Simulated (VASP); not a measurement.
# Si3Ni (I4/mmm) in VASP: relaxation of cell and atoms with PBE

Aim: the relaxation of cell and atoms of Si3Ni with PBE.

Program: VASP 6.6.1. These are calculated values, not measurements. Logs are shortened: lines on timing, memory, paths and dates and some standing lists are left out, and cuts for length are marked.

## (1) The cell of the first run

It takes space group I4/mmm (No. 139, tetragonal). Conventional cell: a = 3.810 Å, b = 3.810 Å, c = 7.116 Å, α = 90.00°, β = 90.00°, γ = 90.00°. Si (site symmetry 4/mmm) has 8 Si at 2.61 Å and 4 Ni at 2.69 Å within 3.4 Å. Si (site symmetry -4m2) has 8 Si at 2.61 to 2.69 Å and 4 Ni at 2.61 Å within 3.4 Å. Within 3.4 Å of Ni (site symmetry 4/mmm) lie 12 Si at 2.61 to 2.69 Å.

## (2) Relaxation of cell and atoms, PBE

INCAR

```
  PREC = Accurate
  ENCUT = 600
  EDIFF = 1E-6
  ISMEAR = 0
  SIGMA = 0.1
  LREAL = F
  LASPH = T
  NELM = 60
  ALGO = Normal
  ISIF = 3
  LWAVE = F
  LCHARG = F
  GGA = PE
  IBRION = 2
  NSW = 100
  EDIFFG = -0.01
```

KPOINTS

```
Automatic mesh
0
Gamma
  18 18 18
```

POSCAR

```
Si3Ni
1.0
   -1.9047763740      1.9047763740      3.5579567739
    1.9047763740     -1.9047763740      3.5579567739
    1.9047763740      1.9047763740     -3.5579567739
Si Ni
3 1
Direct
    0.5000000000      0.5000000000      0.0000000000
    0.2500000000      0.7500000000      0.5000000000
    0.7500000000      0.2500000000      0.5000000000
    0.0000000000      0.0000000000      0.0000000000
```

Potentials or basis: VASP PAW PBE potentials, release 64 (Si, Ni).

Launch:

```
cat potpaw_PBE.64/Si/POTCAR potpaw_PBE.64/Ni/POTCAR > POTCAR
mpirun -np 1 vasp_std > vasp.out
```

OUTCAR:

```text
PREC = Accurate
   ENCUT = 600
   EDIFF = 1E-6
   ISMEAR = 0
   LREAL = F
   LASPH = T
   NELM = 60
   ISIF = 3
   GGA = PE
   IBRION = 2
   NSW = 100
   EDIFFG = -0.01

 ion  position               nearest neighbor table
   1  0.500  0.500  0.000-   2 2.61   3 2.61   2 2.61   3 2.61   2 2.61   3 2.61   2 2.61   3 2.61
                             4 2.69   4 2.69   4 2.69   4 2.69
   2  0.250  0.750  0.500-   4 2.61   1 2.61   1 2.61   4 2.61   1 2.61   4 2.61   4 2.61   1 2.61
                             3 2.69   3 2.69   3 2.69   3 2.69
   3  0.750  0.250  0.500-   1 2.61   4 2.61   1 2.61   4 2.61   1 2.61   4 2.61   1 2.61   4 2.61
                             2 2.69   2 2.69   2 2.69   2 2.69
   4  0.000  0.000  0.000-   3 2.61   2 2.61   2 2.61   3 2.61   2 2.61   3 2.61   3 2.61   2 2.61
                             1 2.69   1 2.69   1 2.69   1 2.69

  LATTYP: Found a body centered tetragonal cell.
 ALAT       =     3.8095527480
 C/A-ratio  =     1.8679131170

  Lattice vectors:

 A1 = (  -1.9047763740,   1.9047763740,   3.5579567739)
 A2 = (   1.9047763740,  -1.9047763740,   3.5579567739)
 A3 = (   1.9047763740,   1.9047763740,  -3.5579567739)

Analysis of symmetry for initial positions (statically):
=====================================================================
 Subroutine PRICEL returns:
 Original cell was already a primitive cell.

 Routine SETGRP: Setting up the symmetry group for a
 body centered tetragonal supercell.

 Subroutine GETGRP returns: Found 16 space group operations
 (whereof 16 operations were pure point group operations)
 out of a pool of 16 trial point group operations.

The static configuration has the point symmetry D_4h.

Analysis of symmetry for dynamics (positions and initial velocities):
=====================================================================
 Subroutine PRICEL returns:
 Original cell was already a primitive cell.

 Routine SETGRP: Setting up the symmetry group for a
 body centered tetragonal supercell.

 Subroutine GETGRP returns: Found 16 space group operations
 (whereof 16 operations were pure point group operations)
 out of a pool of 16 trial point group operations.

The dynamic configuration has the point symmetry D_4h.

 Subroutine INISYM returns: Found 16 space group operations
 (whereof 16 operations are pure point group operations),
 and found     1 'primitive' translations

----------------------------------------------------------------------------------------

                                     Primitive cell

  volume of cell :      51.6355

  direct lattice vectors                    reciprocal lattice vectors
    -1.904776374  1.904776374  3.557956774     0.000000000  0.262498006  0.140530094
     1.904776374 -1.904776374  3.557956774     0.262498006  0.000000000  0.140530094
     1.904776374  1.904776374 -3.557956774     0.262498006  0.262498006  0.000000000

  length of vectors
     4.462667641  4.462667641  4.462667641     0.297748065  0.297748065  0.371228240

  position of ions in fractional coordinates (direct lattice)
     0.500000000  0.500000000  0.000000000
     0.250000000  0.750000000  0.500000000
     0.750000000  0.250000000  0.500000000
     0.000000000  0.000000000  0.000000000

  ion indices of the primitive-cell ions
   primitive index   ion index
                 1           1
                 2           2
                 3           3
                 4           4

----------------------------------------------------------------------------------------

 KPOINTS: Automatic mesh

Automatic generation of k-mesh.
 Grid dimensions read from file:
 generate k-points for:   18   18   18

 Generating k-lattice:

  Cartesian coordinates                     Fractional coordinates (reciprocal lattice)
     0.000000000  0.014583223  0.007807227     0.055555556 -0.000000000  0.000000000
     0.014583223  0.000000000  0.007807227    -0.000000000  0.055555556  0.000000000
     0.014583223  0.014583223  0.000000000     0.000000000  0.000000000  0.055555556

  Length of vectors
     0.016541559  0.016541559  0.020623791

  Shift w.r.t. Gamma in fractional coordinates (k-lattice)
     0.000000000  0.000000000  0.000000000

 Subroutine IBZKPT returns following result:
 ===========================================

 Found    480 irreducible k-points:

 Following reciprocal coordinates:
            Coordinates               Weight
  0.000000  0.000000  0.000000      1.000000
  0.055556 -0.000000  0.000000      8.000000
  0.111111 -0.000000  0.000000      8.000000
  0.166667  0.000000 -0.000000      8.000000
  0.222222 -0.000000  0.000000      8.000000
  0.277778  0.000000  0.000000      8.000000
[... 16 lines left out ...]
 -0.277778  0.055556  0.000000     16.000000
 -0.222222  0.055556 -0.000000     16.000000
 [... further k-points ...]
   k-points           NKPTS =    480   k-points in BZ     NKDIM =    480   number of bands    NBANDS=     15
   number of dos      NEDOS =    301   number of ions     NIONS =      4
   total plane-waves  NPLWV =  46656
   dimension x,y,z NGX =    36 NGY =   36 NGZ =   36
   dimension x,y,z NGXF=    72 NGYF=   72 NGZF=   72
   ions per type =               3   1
   NGX,Y,Z   is equivalent  to a cutoff of  13.41, 13.41, 13.41 a.u.
   NGXF,Y,Z  is equivalent  to a cutoff of  26.82, 26.82, 26.82 a.u.
 SYSTEM =  unknown system
   PREC   = accura    normal or accurate (medium, high low for compatibility)
   ISTART =      0    job   : 0-new  1-cont  2-samecut
   ICHARG =      2    charge: 1-file 2-atom 10-const
   ISPIN  =      1    spin polarized calculation?
   LNONCOLLINEAR =      F non collinear calculations
   LSORBIT =      F    spin-orbit coupling
   LASPH  =      T    aspherical Exc in radial PAW
   ENCUT  =  600.0 eV  44.10 Ry    6.64 a.u.   8.91  8.91  8.91*2*pi/ulx,y,z
   NELM   =     60;   NELMIN=  2; NELMDL= -5     # of ELM steps
   EDIFF  = 0.1E-05   stopping-criterion for ELM
   LREAL  =      F    real-space projection
   EDIFFG = -.1E-01   stopping-criterion for IOM
   NSW    =    100    number of steps for IOM
   IBRION =      2    ionic relax: 0-MD 1-quasi-New 2-CG
   NFREE  =      1    steps in history (QN), initial steepest desc. (CG)
   ISIF   =      3    stress and relaxation
   ISYM   =      2    0-nonsym 1-usesym 2-fastsym
   POTIM  = 0.5000    time-step for ionic-motion
   TEBEG  =    0.0;   TEEND  =   0.0 temperature during run
   PSTRESS=    0.0 pullay stress
   NELECT =      22.0000    total number of electrons
   NUPDOWN=      -1.0000    fix difference up-down
   EMIN   =  10.00;   EMAX   =-10.00  energy-range for DOS
   EFERMI =   0.00;   METHOD = LEGACY
   ISMEAR =     0;   SIGMA  =   0.10  broadening in eV -4-tet -1-fermi 0-gaus
   EFERMI_NEDOS =   21; number of points for ismear=-14 and -15
   IALGO  =     38    algorithm
   IMIX   =      4    mixing-type and parameters
     AMIX     =   0.40;   BMIX     =  1.00
     AMIX_MAG =   1.60;   BMIX_MAG =  1.00
  volume/ion in A,a.u.               =      12.91        87.11
  Fermi-wavevector in a.u.,A,eV,Ry     =   1.231874  2.327904 20.647014  1.517513
  Thomas-Fermi vector in A             =   2.366666
   LORBIT       =      0    0 simple, 1 ext, 2 COOP (PROOUT), +10 PAW based schemes
   GGA     = PE    functional components
   LHFCALC =     F    Hartree Fock is set to
   AEXX    =    0.0000 exact exchange contribution
   IVDW    =     0    specifies the selected vdW correction
   LEPSILON=     F    determine dielectric tensor
   LRPA    =     F    only Hartree local field effects (RPA)
 conjugate gradient relaxation of ions
 non-spin polarized calculation
 Gauss-broadening in eV      SIGMA  =   0.10
  energy-cutoff  :      600.00
  volume of cell :       51.64
 maximum number of plane-waves:      1746
   NGX = 17   NGY = 17   NGZ = 17

--------------------------------------- Ionic step        1  -------------------------------------------

 number of electron      21.9999998 magnetization

 Free energy of the ion-electron system (eV)
  ---------------------------------------------------
  ext. energy  EPLUGINS =         0.00000000
  ---------------------------------------------------
  free energy    TOTEN  =       -20.93740258 eV

  energy without entropy =      -20.93037992  energy(sigma->0) =      -20.93389125

------------------------ aborting loop because EDIFF is reached ----------------------------------------

  FORCE on cell =-STRESS in cart. coord.  units (eV):
  Direction    XX          YY          ZZ          XY          YZ          ZX
  --------------------------------------------------------------------------------------
  -------------------------------------------------------------------------------------
  Total        0.3627567      0.3627567     -0.2836161      0.0000000      0.0000000      0.0000000
  in kB       11.2558260     11.2558260     -8.8002058      0.0000000      0.0000000      0.0000000
  external PRESSURE =       4.5704821 kB  Pullay stress =       0.0000000 kB
[... 137 lines left out ...]
  energy  without entropy=      -20.9341262928  energy(sigma->0) =      -20.93761419

--------------------------------------- Ionic step        5  -------------------------------------------

 number of electron      21.9999997 magnetization

 Free energy of the ion-electron system (eV)
  ---------------------------------------------------
  ext. energy  EPLUGINS =         0.00000000
  ---------------------------------------------------
  free energy    TOTEN  =       -20.94111621 eV

  energy without entropy =      -20.93415878  energy(sigma->0) =      -20.93763750

 E-fermi :  10.7632     XC(G=0): -11.8044

 val. band max:       10.7610089441   @ k =  -0.4444   0.4444   0.2778
 cond. band min:      10.7632295494   @ k =  -0.2778   0.0556   0.0000
 fundamental gap:      0.0022206054
 Fermi energy:        10.7631970098

 k-point     1 :       0.0000    0.0000    0.0000
  band No.  band energies     occupation
      1      -3.5347      2.00000
      2       6.4039      2.00000
      3       6.4039      2.00000
      4       6.7414      2.00000
      5       6.8143      2.00000
      6       6.8690      2.00000
      7       8.3979      2.00000
      8       8.4020      2.00000
      9       9.1231      2.00000
     10       9.1231      2.00000
     11      10.6421      1.91323
     12      10.6496      1.89185
     13      10.6496      1.89185
     14      10.7670      0.95753
     15      12.3561      0.00000
[... 397 lines left out ...]
 k-point    24 :      -0.2222    0.0556   -0.0000
  band No.  band energies     occupation
      1      -2.9450      2.00000
      2       3.8254      2.00000
      3       5.8578      2.00000
      4       5.9499      2.00000
      5       6.6391      2.00000
      6       7.5492      2.00000
      7       8.1431      2.00000
      8       8.4227      2.00000
      9       9.1953      2.00000
     10       9.6289      2.00000
     11      10.1014      2.00000
     12      11.0068      0.00057
     13      11.6996      0.00000
     14      12.3118      0.00000
     15      12.8965      0.00000

 [... further k-points ...]

------------------------ aborting loop because EDIFF is reached ----------------------------------------

  FORCE on cell =-STRESS in cart. coord.  units (eV):
  Direction    XX          YY          ZZ          XY          YZ          ZX
  --------------------------------------------------------------------------------------
  -------------------------------------------------------------------------------------
  Total        0.0148230      0.0148230      0.0006921      0.0000000     -0.0000000      0.0000000
  in kB        0.4581213      0.4581213      0.0213910      0.0000000     -0.0000000      0.0000000
  external PRESSURE =       0.3125445 kB  Pullay stress =       0.0000000 kB
[... 19 lines left out ...]
  FREE ENERGIE OF THE ION-ELECTRON SYSTEM (eV)
  ---------------------------------------------------
  free  energy   TOTEN  =       -20.9411162140 eV

  energy  without entropy=      -20.9341587765  energy(sigma->0) =      -20.93763750

 reached required accuracy - stopping structural energy minimisation
```

Run time: 11 min. Hardware: 1 thread of Intel Xeon 6975P-C (Granite Rapids), shared host; peak memory 0.59 GiB.

Results:

| Quantity | Value |
| --- | --- |
| Free energy | -20.9411 eV |
| Relaxed volume | 12.96 Å³/atom |
| Relaxed cell | a = 4.448 Å, b = 4.448 Å, c = 4.448 Å, α = 128.93°, β = 128.93°, γ = 75.12° |
| Space group after relaxing (to 0.1 Å) | I4/mmm (No. 139) |
| Energy gained by relaxing | 0.9 meV/atom |
| Ionic steps | 5 |
| Pressure after relaxing | 0.0 GPa |
| Band gap on the k mesh | zero (bands 11 and 12 overlap by 2.49 eV) |

Step by step:
| step | energy change (eV) | largest force (eV/Å) | pressure (GPa) | volume (Å³) |
| --- | --- | --- | --- | --- |
| 1 | 0.0000 | 0.0000 | 0.46 | 51.64 |
| 2 | -0.0028 | 0.0000 | -0.18 | 51.91 |
| 3 | -0.0032 | 0.0000 | -0.48 | 52.05 |
| 4 | -0.0037 | 0.0000 | 0.13 | 51.80 |
| 5 | -0.0037 | 0.0000 | 0.03 | 51.84 |

Final structure:
```xyz
4
Lattice="-1.9172 1.9172 3.5259 1.9172 -1.9172 3.5259 1.9172 1.9172 -3.5259" Properties=species:S:1:pos:R:3 pbc="T T T"
Si    0.0000    0.0000    3.5259
Si    1.9172    0.0000    1.7629
Si    0.0000    1.9172    1.7629
Ni    0.0000    0.0000    0.0000
```
